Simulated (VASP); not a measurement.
MnO:

```
Mn O
1.0
     0.00000    2.23864    2.23864
     2.23864    0.00000    2.23864
     2.23864    2.23864    0.00000
Mn O
1 1
Direct
  0.00000 0.00000 0.00000
  0.50000 0.50000 0.50000
```

Base run:

| Item | Value |
| --- | --- |
| Program | VASP 6.6.1 |
| Functional | r2SCAN |
| Dispersion | D4 |
| Potentials or basis | VASP PAW PBE potentials, release 64 (Mn_pv, O) |
| Cutoff | 520 eV |
| k mesh | 10 × 10 × 10 |
| Occupations | fermi-dirac, width 0.05 eV |
| Spin | collinear spin, ferromagnetic start |
| Starting moments | [4.0, 0.0] μB |

Its results: pressure -3.8 GPa; net moment 5.00 μB per cell; site moments Mn +4.55; O +0.23 μB.

**Question.** After a change of settings the same cell gave: pressure -11.0 GPa; net moment 4.80 μB per cell; site moments Mn +4.35; O +0.20 μB. Which change was it?
A. functional from r2SCAN to revPBE; dispersion from D4 to none
B. functional from r2SCAN to PBEsol
C. dispersion from D4 to none

**Answer.** B.

Caveats: the cell stands under tension; the PAW data sets were made with another functional, which shifts forces and pressure a little; a cell with one magnetic atom can't hold antiferromagnetic order, which such compounds often take.
